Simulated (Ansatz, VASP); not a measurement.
# Ta2N: VASP beside Ansatz

```
Ta N
1.0
     3.10114    0.00000    0.00000
    -1.55057    2.68567    0.00000
     0.00000    0.00000    5.12598
Ta N
2 1
Cartesian
  1.5506 0.8952 3.8184
  0.0000 1.7904 1.3076
  0.0000 0.0000 0.0000
```

Change from the starting cell: strain +0.000 along x and y, +0.050 along z, atoms carried along.

Alike in both runs: task single point; functional PBE; k mesh 18 × 18 × 10; occupations gaussian, width 0.15 eV; no spin polarisation.

```csv
,VASP,Ansatz
version,VASP 6.6.1,Ansatz 0.2.0
potentials or method,"VASP PAW PBE potentials, release 64 (Ta_pv, N), cutoff 520 eV","scalar-relativistic, plane waves, PAW"
valence electrons in the cell,27,31
```

VASP gave:

- gap on the k mesh at the Fermi level (eV): none
- pressure (GPa): -11.9
- traceless stress, the component that is largest in VASP (GPa): -5.41
- rms of the force components (eV/Å): 0.026

Problem. Estimate Ansatz's values.

Solution. gap on the k mesh at the Fermi level (eV): none; pressure (GPa): -12.2; traceless stress, the component that is largest in VASP (GPa): -5.39; rms of the force components (eV/Å): 0.008.

Atom by atom the forces differ by 0.018 eV/Å (rms over components). A gap of «none» marks a metal or a gap that the smearing closes. VASP's potentials hold 27 valence electrons a cell and Ansatz's 31, so a difference there can come from the potentials and not from the codes.

Spin-orbit coupling is off throughout.
